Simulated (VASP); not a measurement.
Wanted: the native input for a VASP 6.6.1 run.

```yaml
Task: single point
Functional: PBEsol
Potentials_or_basis: VASP PAW PBE potentials, release 64 (Ag, Cl)
Cutoff: 500 eV
k_mesh: 10 × 10 × 10
Occupations: gaussian, width 0.01 eV
Spin: no spin polarisation
Dipole_correction: no
Further_INCAR_settings: ALGO = Normal; EDIFF = 1e-06; NBANDS = 16
```

The structure of AgCl lies in POSCAR:

```
AgCl
1.0
    0.0000000000      2.7237193930      2.7237193930
    2.7237193930      0.0000000000      2.7237193930
    2.7237193930      2.7237193930      0.0000000000
Ag Cl
1 1
Direct
    0.5000000000      0.5000000000      0.5000000000
    0.0000000000      0.0000000000      0.0000000000
```

These files were run (other wordings do the same):

INCAR

```
SYSTEM = AgCl
ALGO = Normal
EDIFF = 1E-6
ENCUT = 500
GGA = PS
GGA_COMPAT = .False.
ISIF = 2
ISMEAR = 0
LASPH = .True.
LCHARG = .True.
LELF = .True.
LREAL = .False.
LVHAR = .True.
LWAVE = .False.
NBANDS = 16
NELM = 120
PREC = Accurate
SIGMA = 0.01
```

KPOINTS

```
k-points
0
Gamma
  10 10 10
  0 0 0
```

Potentials or basis: VASP PAW PBE potentials, release 64 (Ag, Cl).

The run is started by

```bash
$ cat potpaw_PBE.64/Ag/POTCAR potpaw_PBE.64/Cl/POTCAR > POTCAR
$ mpirun -np 1 vasp_std > vasp.out
```

Results of the run:

```
Pressure               : -0.1 GPa
Band gap on the k mesh : 0.72 eV (least direct gap 3.16 eV)
```

Caveat: semilocal functionals underestimate gaps, and a narrow one can read as zero; the PAW data sets were made with another functional, which shifts forces and pressure a little.

It took 15 s on 1 thread of AMD EPYC 9R45 (Zen 5), on a shared host, peak memory 0.14 GiB.
